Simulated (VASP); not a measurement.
A run of VASP 6.6.1:

The input POSCAR:

```
BeS
1.0
    0.0000000000      2.3647110056      2.3647110056
    2.3647110056      0.0000000000      2.3647110056
    2.3647110056      2.3647110056      0.0000000000
Be S
1 1
Direct
    0.0000000000      0.0000000000      0.0000000000
    0.7500000000      0.7500000000      0.7500000000
```

Contents of INCAR.step1:

```
SYSTEM = BeS
PREC     = Accurate       ! precision mode
ENCUT    = 520            ! plane-wave cutoff, eV
ISMEAR   = 0              ! smearing method
SIGMA    = 0.01           ! smearing width, eV
LREAL    = .FALSE.        ! projectors in reciprocal space
LASPH    = .TRUE.         ! aspherical terms in the spheres
NELM     = 80             ! most SCF steps
NBANDS   = 11             ! bands
GGA      = PE             ! functional
ALGO     = Normal         ! electronic algorithm
EDIFF    = 1E-4           ! SCF threshold, eV
LWAVE    = .TRUE.         ! write WAVECAR
LCHARG   = .FALSE.        ! write CHGCAR
```

Contents of INCAR.step2:

```
SYSTEM = BeS
PREC     = Accurate       ! precision mode
ENCUT    = 520            ! plane-wave cutoff, eV
EDIFF    = 1E-6           ! SCF threshold, eV
ISMEAR   = 0              ! smearing method
SIGMA    = 0.01           ! smearing width, eV
LREAL    = .FALSE.        ! projectors in reciprocal space
LASPH    = .TRUE.         ! aspherical terms in the spheres
NELM     = 80             ! most SCF steps
ALGO     = Normal         ! electronic algorithm
ISIF     = 2              ! what is computed and relaxed
LWAVE    = .FALSE.        ! write WAVECAR
LCHARG   = .FALSE.        ! write CHGCAR
METAGGA  = R2SCAN         ! meta-GGA
LMIXTAU  = .TRUE.       
NBANDS   = 11             ! bands
ISTART   = 1
```

Contents of KPOINTS:

```
Automatic mesh
0
G
  8 8 8
  0 0 0
```

Potentials or basis: VASP PAW PBE potentials, release 64 (Be, S).

The run is started by

```sh
$ cat potpaw_PBE.64/Be/POTCAR potpaw_PBE.64/S/POTCAR > POTCAR
$ cp INCAR.step1 INCAR
$ mpirun -np 1 vasp_std > vasp.out
$ cp INCAR.step2 INCAR
$ mpirun -np 1 vasp_std > vasp.out
```

Hardware: 1 thread of Intel(R) Xeon(R) 6975P-C (Granite Rapids), with other jobs on the host.

Q: Estimate the wall time of this run.

A: It took 42 s on 1 thread of Intel(R) Xeon(R) 6975P-C (Granite Rapids), on a shared host, peak memory 0.15 GiB. Counts: k points 29.
